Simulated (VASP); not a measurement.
**BN: single point with HSE06**

The system is BN.

```
CELL_PARAMETERS angstrom
0.00000 1.80483 1.84995
1.80483 0.00000 1.84995
1.80483 1.80483 0.00000
ATOMIC_POSITIONS crystal
B 0.00000 0.00000 0.00000
N 0.25000 0.25000 0.25000
```

This cell differs from its parent crystal: uniaxial z strain +2.5%.

```yaml
Program: VASP 6.6.1
Task: single point
Functional: HSE06
Potentials_or_basis: VASP PAW PBE potentials, release 64 (B, N)
Cutoff: 520 eV
k_mesh: 8 × 8 × 8
Occupations: gaussian, width 0.01 eV
Spin: no spin polarisation
```

```yaml
Pressure: -13.2 GPa
Band_gap_on_the_k_mesh: 5.52 eV (least direct gap 10.31 eV)
```

Stress tensor (GPa, compression positive):
```
 -7.77   0.00   0.00
  0.00  -7.77   0.00
  0.00   0.00 -23.95
```

Levels at points of the mesh, in eV from the valence-band top:
```tsv
k point	band 1	band 2	band 3	band 4	band 5	band 6	band 7	band 8
(0.00, 0.00, 0.00)	-21.95	-0.26	0.00	0.00	10.31	10.31	10.49	11.69
(0.50, 0.00, 0.00)	-17.53	-11.52	-2.35	-1.95	11.25	12.38	12.46	17.08
(0.50, 0.50, 0.00)	-16.27	-9.96	-5.06	-5.06	5.95	10.92	19.99	19.99
(0.50, 0.00, 0.50)	-15.98	-9.59	-5.41	-5.39	5.52	10.33	19.84	20.23
```

Run time: 24 min on 1 thread of Intel(R) Xeon(R) Platinum 8375C CPU @ 2.90GHz (Ice Lake), on a shared host, peak memory 0.23 GiB.

Caveat: the cell differs from its parent crystal (uniaxial z strain +2.5%); the stress differs along the axes, from -24 to -8 GPa; the PAW data sets were made with another functional, which shifts forces and pressure a little. A k mesh can miss the band edges.
